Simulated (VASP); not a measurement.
## Hf3Cu: single point with PBE

The system is Hf3Cu.

```xyz
4
Lattice="4.2795 0.0000 0.0000 0.0000 4.2795 0.0000 0.0000 0.0000 4.2795" Properties=species:S:1:pos:R:3 pbc="T T T"
Hf    0.0000    2.1398    2.1398
Hf    2.1398    0.0000    2.1398
Hf    2.1398    2.1398    0.0000
Cu    0.0000    0.0000    0.0000
```

```yaml
Program: VASP 6.6.1
Task: single point
Functional: PBE
Potentials_or_basis: VASP PAW PBE potentials, release 64 (Hf_pv, Cu)
Cutoff: 520 eV
k_mesh: 12 × 12 × 12
Occupations: gaussian, width 0.1 eV
Spin: no spin polarisation
```

| Quantity | Value |
| --- | --- |
| Pressure | -0.3 GPa |

Levels at points of the mesh, in eV from the Fermi level:
| k point | band 17 | band 18 | band 19 | band 20 | band 21 | band 22 | band 23 | band 24 | band 25 | band 26 |
| --- | --- | --- | --- | --- | --- | --- | --- | --- | --- | --- |
| (0.00, 0.00, 0.00) | -0.81 | -0.81 | -0.81 | -0.55 | -0.55 | 2.45 | 2.45 | 2.45 | 3.82 | 3.82 |
| (0.50, 0.00, 0.00) | -2.17 | -0.82 | -0.68 | -0.68 | 0.89 | 1.26 | 1.26 | 1.79 | 2.17 | 2.80 |
| (0.50, 0.50, 0.00) | -2.51 | -1.50 | -0.93 | -0.16 | -0.05 | -0.05 | 1.54 | 1.54 | 2.75 | 2.90 |
| (0.50, 0.50, 0.50) | -1.64 | -1.64 | 0.37 | 0.37 | 0.37 | 1.32 | 1.37 | 1.37 | 1.37 | 3.31 |

It took 2.6 min on 1 thread of Intel(R) Xeon(R) Platinum 8488C (Sapphire Rapids), on a shared host, peak memory 0.29 GiB.

Caveat: spin-orbit coupling is left out, which moves the levels of the heavy elements.
